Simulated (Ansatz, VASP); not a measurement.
**Two plane-wave programs on SnO**

```
CELL_PARAMETERS angstrom
3.82015 0.00030 0.00000
-0.00031 3.82015 0.00000
0.00000 0.00000 22.22607
ATOMIC_POSITIONS crystal
Sn 0.99995 0.99995 0.20246
Sn 0.49995 0.49995 0.30878
Sn 0.99995 0.49995 0.46626
Sn 0.49995 0.99995 0.57257
O 0.99995 0.49995 0.25562
O 0.49995 0.99995 0.25562
O 0.99994 0.99994 0.51941
O 0.49994 0.49994 0.51941
```

Alike in both runs: task single point; functional PBE; dispersion D3(BJ); k mesh 7 × 7 × 1; occupations gaussian, width 0.05 eV; no spin polarisation.

|  | VASP | Ansatz |
| --- | --- | --- |
| version | VASP 6.6.1 | Ansatz 0.2.0 |
| potentials or method | VASP PAW PBE potentials, release 64 (Sn_d, O), cutoff 520 eV | scalar-relativistic, plane waves, PAW |
| valence electrons in the cell | 80 | 80 |

Ansatz gave:

```
gap on the k mesh at the Fermi level (eV) : 1.80
least direct gap on the mesh (eV)         : 1.97
rms of the force components (eV/Å)        : 0.027
```

Q: What did VASP give for the same quantities?

A: gap on the k mesh at the Fermi level (eV): 1.80; least direct gap on the mesh (eV): 1.96; rms of the force components (eV/Å): 0.020.

Ansatz's warnings: structure snapped to symmetry.
